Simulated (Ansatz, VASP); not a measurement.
**Two plane-wave programs on Li**

```xyz
4
Lattice="-1.7882 1.7882 6.0511 1.7882 -1.7882 6.0511 1.7882 1.7882 -6.0511" Properties=species:S:1:pos:R:3 pbc="T T T"
Li    0.0000    0.0000    9.5849
Li    0.0000    1.7882    0.5083
Li    0.0000    0.0000    2.5173
Li    0.0000    1.7882    5.5428
```

Alike in both runs: task single point; functional PBE; k mesh 6 × 6 × 6; occupations gaussian, width 0.1 eV; no spin polarisation.

|  | VASP | Ansatz |
| --- | --- | --- |
| version | VASP 6.6.1 | Ansatz 0.2.0 |
| potentials or method | VASP PAW PBE potentials, release 64 (Li_sv), cutoff 520 eV | scalar-relativistic, plane waves, PAW |
| valence electrons in the cell | 12 | 12 |

|  | VASP | Ansatz | Ansatz less VASP |
| --- | --- | --- | --- |
| gap on the k mesh at the Fermi level (eV) | none | none | - |
| rms of the force components (eV/Å) | 0.017 | 0.016 | -0.0002 |

Atom by atom the forces differ by 0.000 eV/Å (rms over components). A gap of «none» marks a metal or a gap that the smearing closes. With one functional, cell and mesh, what is left measures potentials, basis and numerics.

The k mesh is coarse, so the values compare programs but aren't converged. Noted on VASP's run: the cutoff is short for stress, so the pressure is rough.
